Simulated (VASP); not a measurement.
# Si2W (MoSi2 type) (I4/mmm) in VASP: further runs

Si2W (MoSi2 type) is run at these levels: LDA; tasks: single point, relaxation of shape and atoms at fixed volume.

Program: VASP 6.6.1. These are calculated values, not measurements. Logs are shortened: lines on timing, memory, paths and dates and some standing lists are left out, and cuts for length are marked.

## (1) The cell of the first run

Symmetry: I4/mmm, No. 139, tetragonal system. Conventional cell: a = 3.042 Å, b = 3.042 Å, c = 7.498 Å, α = 90.00°, β = 90.00°, γ = 90.00°. W (site symmetry 4/mmm) has 10 Si at 2.49 Å and 4 W at 3.04 Å within 3.3 Å. Si (site symmetry 4mm) has 9 Si at 2.48 to 3.04 Å and 5 W at 2.49 Å within 3.3 Å.

## (2) Single point, LDA

Contents of INCAR:

```
PREC     = Accurate       # precision mode
ENCUT    = 520            # plane-wave cutoff, eV
EDIFF    = 1E-6           # SCF threshold, eV
ISMEAR   = -1             # smearing method
SIGMA    = 0.08           # smearing width, eV
LREAL    = False          # projectors in reciprocal space
LASPH    = True           # aspherical terms in the spheres
NELM     = 100            # most SCF steps
ALGO     = Normal         # electronic algorithm
ISIF     = 2              # what is computed and relaxed
LWAVE    = False          # write WAVECAR
LCHARG   = False          # write CHGCAR
GGA      = CA             # functional
NBANDS   = 18             # bands
```

Contents of KPOINTS:

```
regular mesh
0
Gamma
  14 14 14
```

Contents of POSCAR:

```
Si2W
1.0
   -1.5209812317      1.5209812317      3.7489795369
    1.5209812317     -1.5209812317      3.7489795369
    1.5209812317      1.5209812317     -3.7489795369
W Si
1 2
Direct
    0.0000000000      0.0000000000      0.0000000000
    0.3327436267      0.3327436267      0.0000000000
   -0.3327436267     -0.3327436267      0.0000000000
```

Potentials or basis: VASP PAW LDA potentials, release 64 (W_sv, Si).

Run with:

```
cat potpaw_LDA.64/W_sv/POTCAR potpaw_LDA.64/Si/POTCAR > POTCAR
mpirun -np 1 vasp_std > vasp.out
```

OUTCAR:

```text
PREC = Accurate
   ENCUT = 520
   EDIFF = 1E-6
   ISMEAR = -1
   LREAL = False
   LASPH = True
   NELM = 100
   ISIF = 2
   GGA = CA

 ion  position               nearest neighbor table
   1  0.000  0.000  0.000-   3 2.49   3 2.49   3 2.49   2 2.49   3 2.49   2 2.49   2 2.49   2 2.49
                             2 2.49   3 2.49
   2  0.333  0.333  0.000-   3 2.48   3 2.48   3 2.48   3 2.48   1 2.49   1 2.49   1 2.49   1 2.49
                             1 2.49   3 2.51
   3  0.667  0.667  0.000-   2 2.48   2 2.48   2 2.48   2 2.48   1 2.49   1 2.49   1 2.49   1 2.49
                             1 2.49   2 2.51

  LATTYP: Found a body centered tetragonal cell.
 ALAT       =     3.0419624634
 C/A-ratio  =     2.4648427336

  Lattice vectors:

 A1 = (  -1.5209812317,   1.5209812317,   3.7489795369)
 A2 = (   1.5209812317,  -1.5209812317,   3.7489795369)
 A3 = (   1.5209812317,   1.5209812317,  -3.7489795369)

Analysis of symmetry for initial positions (statically):
=====================================================================
 Subroutine PRICEL returns:
 Original cell was already a primitive cell.

 Routine SETGRP: Setting up the symmetry group for a
 body centered tetragonal supercell.

 Subroutine GETGRP returns: Found 16 space group operations
 (whereof 16 operations were pure point group operations)
 out of a pool of 16 trial point group operations.

The static configuration has the point symmetry D_4h.

Analysis of symmetry for dynamics (positions and initial velocities):
=====================================================================
 Subroutine PRICEL returns:
 Original cell was already a primitive cell.

 Routine SETGRP: Setting up the symmetry group for a
 body centered tetragonal supercell.

 Subroutine GETGRP returns: Found 16 space group operations
 (whereof 16 operations were pure point group operations)
 out of a pool of 16 trial point group operations.

The dynamic configuration has the point symmetry D_4h.

 Subroutine INISYM returns: Found 16 space group operations
 (whereof 16 operations are pure point group operations),
 and found     1 'primitive' translations

----------------------------------------------------------------------------------------

                                     Primitive cell

  volume of cell :      34.6913

  direct lattice vectors                    reciprocal lattice vectors
    -1.520981232  1.520981232  3.748979537     0.000000000  0.328735154  0.133369626
     1.520981232 -1.520981232  3.748979537     0.328735154  0.000000000  0.133369626
     1.520981232  1.520981232 -3.748979537     0.328735154  0.328735154  0.000000000

  length of vectors
     4.322223430  4.322223430  4.322223430     0.354759438  0.354759438  0.464901714

  position of ions in fractional coordinates (direct lattice)
     0.000000000  0.000000000  0.000000000
     0.332743627  0.332743627  0.000000000
     0.667256373  0.667256373  0.000000000

  ion indices of the primitive-cell ions
   primitive index   ion index
                 1           1
                 2           2
                 3           3

----------------------------------------------------------------------------------------

 KPOINTS: regular mesh

Automatic generation of k-mesh.
 Grid dimensions read from file:
 generate k-points for:   14   14   14

 Generating k-lattice:

  Cartesian coordinates                     Fractional coordinates (reciprocal lattice)
     0.000000000  0.023481082  0.009526402     0.071428571  0.000000000 -0.000000000
     0.023481082  0.000000000  0.009526402     0.000000000  0.071428571 -0.000000000
     0.023481082  0.023481082  0.000000000     0.000000000  0.000000000  0.071428571

  Length of vectors
     0.025339960  0.025339960  0.033207265

  Shift w.r.t. Gamma in fractional coordinates (k-lattice)
     0.000000000  0.000000000  0.000000000

 Subroutine IBZKPT returns following result:
 ===========================================

 Found    244 irreducible k-points:

 Following reciprocal coordinates:
            Coordinates               Weight
  0.000000  0.000000  0.000000      1.000000
  0.071429  0.000000  0.000000      8.000000
  0.142857 -0.000000  0.000000      8.000000
  0.214286 -0.000000  0.000000      8.000000
  0.285714  0.000000 -0.000000      8.000000
  0.357143 -0.000000  0.000000      8.000000
[... 16 lines left out ...]
  0.214286  0.142857  0.000000     16.000000
  0.285714  0.142857  0.000000     16.000000
 [... further k-points ...]
   k-points           NKPTS =    244   k-points in BZ     NKDIM =    244   number of bands    NBANDS=     18
   number of dos      NEDOS =    301   number of ions     NIONS =      3
   total plane-waves  NPLWV =  32768
   dimension x,y,z NGX =    32 NGY =   32 NGZ =   32
   dimension x,y,z NGXF=    64 NGYF=   64 NGZF=   64
   ions per type =               1   2
   NGX,Y,Z   is equivalent  to a cutoff of  12.31, 12.31, 12.31 a.u.
   NGXF,Y,Z  is equivalent  to a cutoff of  24.62, 24.62, 24.62 a.u.
 SYSTEM =  unknown system
   PREC   = accura    normal or accurate (medium, high low for compatibility)
   ISTART =      0    job   : 0-new  1-cont  2-samecut
   ICHARG =      2    charge: 1-file 2-atom 10-const
   ISPIN  =      1    spin polarized calculation?
   LNONCOLLINEAR =      F non collinear calculations
   LSORBIT =      F    spin-orbit coupling
   LASPH  =      T    aspherical Exc in radial PAW
   ENCUT  =  520.0 eV  38.22 Ry    6.18 a.u.   8.04  8.04  8.04*2*pi/ulx,y,z
   NELM   =    100;   NELMIN=  2; NELMDL= -5     # of ELM steps
   EDIFF  = 0.1E-05   stopping-criterion for ELM
   LREAL  =      F    real-space projection
   EDIFFG = 0.1E-04   stopping-criterion for IOM
   NSW    =      0    number of steps for IOM
   IBRION =     -1    ionic relax: 0-MD 1-quasi-New 2-CG
   NFREE  =      0    steps in history (QN), initial steepest desc. (CG)
   ISIF   =      2    stress and relaxation
   ISYM   =      2    0-nonsym 1-usesym 2-fastsym
   POTIM  = 0.5000    time-step for ionic-motion
   TEBEG  =    0.0;   TEEND  =   0.0 temperature during run
   PSTRESS=    0.0 pullay stress
   NELECT =      22.0000    total number of electrons
   NUPDOWN=      -1.0000    fix difference up-down
   EMIN   =  10.00;   EMAX   =-10.00  energy-range for DOS
   EFERMI =   0.00;   METHOD = LEGACY
   ISMEAR =    -1;   SIGMA  =   0.08  broadening in eV -4-tet -1-fermi 0-gaus
   EFERMI_NEDOS =   21; number of points for ismear=-14 and -15
   IALGO  =     38    algorithm
   IMIX   =      4    mixing-type and parameters
     AMIX     =   0.40;   BMIX     =  1.00
     AMIX_MAG =   1.60;   BMIX_MAG =  1.00
  volume/ion in A,a.u.               =      11.56        78.04
  Fermi-wavevector in a.u.,A,eV,Ry     =   1.406508  2.657914 26.915917  1.978264
  Thomas-Fermi vector in A             =   2.528861
   LORBIT       =      0    0 simple, 1 ext, 2 COOP (PROOUT), +10 PAW based schemes
   GGA     = CA    functional components
   LHFCALC =     F    Hartree Fock is set to
   AEXX    =    0.0000 exact exchange contribution
   IVDW    =     0    specifies the selected vdW correction
   LEPSILON=     F    determine dielectric tensor
   LRPA    =     F    only Hartree local field effects (RPA)
 non-spin polarized calculation
  energy-cutoff  :      520.00
  volume of cell :       34.69
 maximum number of plane-waves:       949
   NGX = 17   NGY = 17   NGZ = 17

 number of electron      22.0000000 magnetization

 Free energy of the ion-electron system (eV)
  ---------------------------------------------------
  ext. energy  EPLUGINS =         0.00000000
  ---------------------------------------------------
  free energy    TOTEN  =       -26.79584539 eV

  energy without entropy =      -26.79061356  energy(sigma->0) =      -26.79322947

 E-fermi :  14.2686     XC(G=0): -13.3907

 val. band max:       14.2667926199   @ k =  -0.2857  -0.2857   0.2143
 cond. band min:      14.2922927550   @ k =  -0.4286  -0.4286   0.4286
 fundamental gap:      0.0255001351
 Fermi energy:        14.2685841195

 k-point     1 :       0.0000    0.0000    0.0000
  band No.  band energies     occupation
      1     -58.8318      2.00000
      2     -23.5593      2.00000
      3     -23.3942      2.00000
      4     -23.3942      2.00000
      5      -1.0851      2.00000
      6       6.4004      2.00000
[... 10 lines left out ...]
     17      20.8796      0.00000
     18      20.8796      0.00000

 k-point     2 :       0.0714    0.0000    0.0000
  band No.  band energies     occupation
      1     -58.8309      2.00000
      2     -23.5577      2.00000
      3     -23.4155      2.00000
      4     -23.3922      2.00000
      5      -0.9718      2.00000
      6       6.4414      2.00000
[... 10 lines left out ...]
     17      20.8951      0.00000
     18      21.2423      0.00000

 k-point     3 :       0.1429   -0.0000    0.0000
  band No.  band energies     occupation
      1     -58.8284      2.00000
      2     -23.5532      2.00000
      3     -23.4748      2.00000
      4     -23.3868      2.00000
      5      -0.6376      2.00000
      6       6.5340      2.00000
[... 10 lines left out ...]
     17      21.1423      0.00000
     18      22.0319      0.00000

 k-point     4 :       0.2143   -0.0000    0.0000
  band No.  band energies     occupation
      1     -58.8248      2.00000
      2     -23.5604      2.00000
      3     -23.5456      2.00000
      4     -23.3789      2.00000
      5      -0.0991      2.00000
      6       6.5476      2.00000
[... 375 lines left out ...]
      4     -23.4618      2.00000
      5      -0.0817      2.00000
      6       6.2448      2.00000
[... 10 lines left out ...]
     17      21.6442      0.00000
     18      22.1092      0.00000

 k-point    23 :       0.2143    0.1429    0.0000
  band No.  band energies     occupation
      1     -58.8214      2.00000
      2     -23.5532      2.00000
      3     -23.5408      2.00000
      4     -23.4573      2.00000
      5       0.4876      2.00000
      6       6.1311      2.00000
[... 10 lines left out ...]
     17      21.2761      0.00000
     18      23.2091      0.00000

 k-point    24 :       0.2857    0.1429    0.0000
  band No.  band energies     occupation
      1     -58.8173      2.00000
      2     -23.6423      2.00000
      3     -23.5351      2.00000
      4     -23.4476      2.00000
      5       1.2127      2.00000
      6       5.9003      2.00000
[... 10 lines left out ...]
     17      21.9892      0.00000
     18      23.6338      0.00000

 [... further k-points ...]
[... 5 lines left out ...]
  --------------------------------------------------------------------------------------
  -------------------------------------------------------------------------------------
  Total        8.9666677      8.9666677      8.9895431      0.0000000      0.0000000      0.0000000
  in kB      414.1149300    414.1149300    415.1714024      0.0000000      0.0000000      0.0000000
  external PRESSURE =     414.4670875 kB  Pullay stress =       0.0000000 kB

 VOLUME and BASIS-vectors are now :
 -----------------------------------------------------------------------------
  energy-cutoff  :      520.00
  volume of cell :       34.69
      direct lattice vectors                 reciprocal lattice vectors
    -1.520981232  1.520981232  3.748979537     0.000000000  0.328735154  0.133369626
     1.520981232 -1.520981232  3.748979537     0.328735154  0.000000000  0.133369626
     1.520981232  1.520981232 -3.748979537     0.328735154  0.328735154  0.000000000

 POSITION                                       TOTAL-FORCE (eV/Angst)
 -----------------------------------------------------------------------------------
      0.00000      0.00000      0.00000         0.000000      0.000000      0.000000
      0.00000      0.00000      2.49490        -0.000000     -0.000000     -0.020076
      0.00000      0.00000      5.00306         0.000000      0.000000      0.020076
 -----------------------------------------------------------------------------------
    total drift:                               -0.000000      0.000000      0.000000

  FREE ENERGIE OF THE ION-ELECTRON SYSTEM (eV)
  ---------------------------------------------------
  free  energy   TOTEN  =       -26.7958453875 eV

  energy  without entropy=      -26.7906135550  energy(sigma->0) =      -26.79322947
```

Run time: 69 s. Hardware: 1 thread of AMD EPYC 9R45 (Zen 5), shared host; peak memory 0.23 GiB.

Results:

```yaml
Free_energy: -26.7958 eV
Pressure: 41.4 GPa
Largest_force: 0.020 eV/Å
Band_gap_on_the_k_mesh: zero (band 11 reaches 15.24 eV, above the bottom of band 12 at 13.58 eV)
```

Forces in eV/Å, atoms in the order of the input:
```
W    0.000  0.000  0.000
Si   0.000  0.000 -0.020
Si   0.000  0.000  0.020
```

Levels at points of the mesh, in eV from the Fermi level:
| k point | band 9 | band 10 | band 11 | band 12 | band 13 | band 14 |
| --- | --- | --- | --- | --- | --- | --- |
| (0.00, 0.00, 0.00) | -3.29 | -3.29 | 0.83 | 2.33 | 3.78 | 3.78 |
| (0.50, 0.00, 0.00) | -3.42 | -3.16 | -0.64 | 3.06 | 3.43 | 4.23 |
| (0.50, 0.50, 0.00) | -5.46 | -4.00 | -1.53 | 3.27 | 3.74 | 3.95 |
| (0.50, 0.50, 0.50) | -0.75 | -0.75 | -0.64 | -0.64 | 1.07 | 4.90 |

Caveat: spin-orbit coupling is left out, which moves the levels of the heavy elements.

## (3) Single point, LDA

Contents of INCAR:

```
SYSTEM = Si2W
  PREC = Accurate
  ENCUT = 520
  EDIFF = 1E-7
  ISMEAR = -1
  SIGMA = 0.08
  LREAL = .FALSE.
  LASPH = .TRUE.
  NELM = 100
  ALGO = Normal
  ISIF = 2
  LWAVE = .FALSE.
  LCHARG = .FALSE.
  GGA = CA
  NBANDS = 18
```

Contents of KPOINTS:

```
Automatic mesh
0
G
  14 14 14
  0 0 0
```

POSCAR is that of step 2.

Potentials or basis: VASP PAW LDA potentials, release 64 (W_sv, Si).

Run with:

```
cat potpaw_LDA.64/W_sv/POTCAR potpaw_LDA.64/Si/POTCAR > POTCAR
mpirun -np 1 vasp_std > vasp.out
```

Run time: 75 s. Hardware: 1 thread of AMD EPYC 9R45 (Zen 5), shared host; peak memory 0.23 GiB.

Results (log left out):

```
Free energy            : -26.7958 eV
Pressure               : 41.4 GPa
Largest force          : 0.020 eV/Å
Band gap on the k mesh : zero (band 11 reaches 15.24 eV, above the bottom of band 12 at 13.58 eV)
```

Forces in eV/Å, atoms in the order of the input:
```
W    0.000  0.000  0.000
Si   0.000  0.000 -0.020
Si   0.000  0.000  0.020
```

Stress tensor (GPa, compression positive):
```
41.41  0.00  0.00
 0.00 41.41  0.00
 0.00  0.00 41.52
```

Levels at points of the mesh, in eV from the Fermi level:
| k point | band 9 | band 10 | band 11 | band 12 | band 13 | band 14 |
| --- | --- | --- | --- | --- | --- | --- |
| (0.00, 0.00, 0.00) | -3.29 | -3.29 | 0.83 | 2.33 | 3.78 | 3.78 |
| (0.50, 0.00, 0.00) | -3.42 | -3.16 | -0.64 | 3.06 | 3.43 | 4.23 |
| (0.50, 0.50, 0.00) | -5.46 | -4.00 | -1.53 | 3.27 | 3.74 | 3.95 |
| (0.50, 0.50, 0.50) | -0.75 | -0.75 | -0.64 | -0.64 | 1.07 | 4.90 |

Caveat: spin-orbit coupling is left out, which moves the levels of the heavy elements.

## (4) Single point, LDA

This run uses another cell than the first one, of 12.35 Å³/atom, 1.068 times its volume.

Contents of INCAR:

```
PREC = Accurate
ENCUT = 520
EDIFF = 1E-7
ISMEAR = -1
SIGMA = 0.08
LREAL = F
LASPH = T
NELM = 60
ALGO = Normal
ISIF = 2
LWAVE = F
LCHARG = T
GGA = CA
LELF = T
LVHAR = T
NBANDS = 18
```

Contents of KPOINTS:

```
Automatic mesh
0
Gamma
  14 14 14
```

Contents of POSCAR:

```
Si2W
1.0
   -1.5576308084      1.5576308084      3.8183602865
    1.5576308084     -1.5576308084      3.8183602865
    1.5576308084      1.5576308084     -3.8183602865
W Si
1 2
Direct
    0.0000000000      0.0000000000      0.0000000000
    0.3336870709      0.3336870709      0.0000000000
   -0.3336870709     -0.3336870709      0.0000000000
```

Run with:

```
cat potpaw_LDA.64/W_sv/POTCAR potpaw_LDA.64/Si/POTCAR > POTCAR
mpirun -np 1 vasp_std > vasp.out
```

It took 92 s on 1 thread of Intel Xeon 6975P-C (Granite Rapids), shared host; peak memory 0.28 GiB.

The run converged. Its results:

```
Free energy            : -27.2257 eV
Pressure               : 17.9 GPa
Largest force          : 0.016 eV/Å
Band gap on the k mesh : zero (band 11 reaches 14.05 eV, above the bottom of band 12 at 12.57 eV)
```

Forces in eV/Å, atoms in the order of the input:
```
W    0.000  0.000  0.000
Si   0.000  0.000 -0.016
Si   0.000  0.000  0.016
```

Levels at points of the mesh, in eV from the Fermi level:
```tsv
k point	band 8	band 9	band 10	band 11	band 12	band 13	band 14	band 15
(0.00, 0.00, 0.00)	-3.66	-3.08	-3.08	0.72	2.65	3.31	3.46	3.46
(0.50, 0.00, 0.00)	-5.04	-3.12	-3.00	-0.55	2.95	3.07	4.15	5.05
(0.50, 0.50, 0.00)	-5.47	-5.35	-3.65	-1.61	3.07	3.36	3.56	4.12
(0.50, 0.50, 0.50)	-2.87	-0.78	-0.78	-0.58	-0.58	0.93	4.73	5.86
```

Caveat: spin-orbit coupling is left out, which moves the levels of the heavy elements.

(Part 1 of 2 ends here.)
